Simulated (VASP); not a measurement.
The system is HPbNO4.

```
CELL_PARAMETERS angstrom
4.19923 0.11117 0.16817
1.91600 3.89132 0.12568
1.76085 1.25259 6.37267
ATOMIC_POSITIONS crystal
H 0.89145 0.68202 0.62796
Pb 0.14426 0.92872 0.88352
N 0.25669 0.28861 0.30171
O 0.83108 0.65056 0.78405
O 0.38694 0.22380 0.11295
O 0.31104 0.03576 0.45856
O 0.07726 0.60633 0.32275
```

Base run:

```yaml
Program: VASP 6.6.1
Functional: PBE
Potentials_or_basis: VASP PAW PBE potentials, release 64 (H, Pb_d, N, O)
Cutoff: 520 eV
k_mesh: 6 × 6 × 4
Occupations: gaussian, width 0.02 eV
Spin: no spin polarisation
```

Its results: band gap on the k mesh 2.79 eV, direct; pressure 0.6 GPa; largest force 0.423 eV/Å.

Problem. The run is repeated on the same cell with these changes: functional from PBE to r2SCAN. What comes out?

Solution. Band gap on the k mesh 3.11 eV, direct; pressure -2.3 GPa; largest force 0.266 eV/Å.

r2SCAN gives the wider gap, since meta-GGAs in the generalised Kohn-Sham scheme recover part of the derivative discontinuity.

Caveats: the standard files for N, O and F lose accuracy on very short bonds; spin-orbit coupling is left out, which moves the levels of the heavy elements; the PAW data sets were made with another functional, which shifts forces and pressure a little (some runs).

A k mesh can miss the band edges.
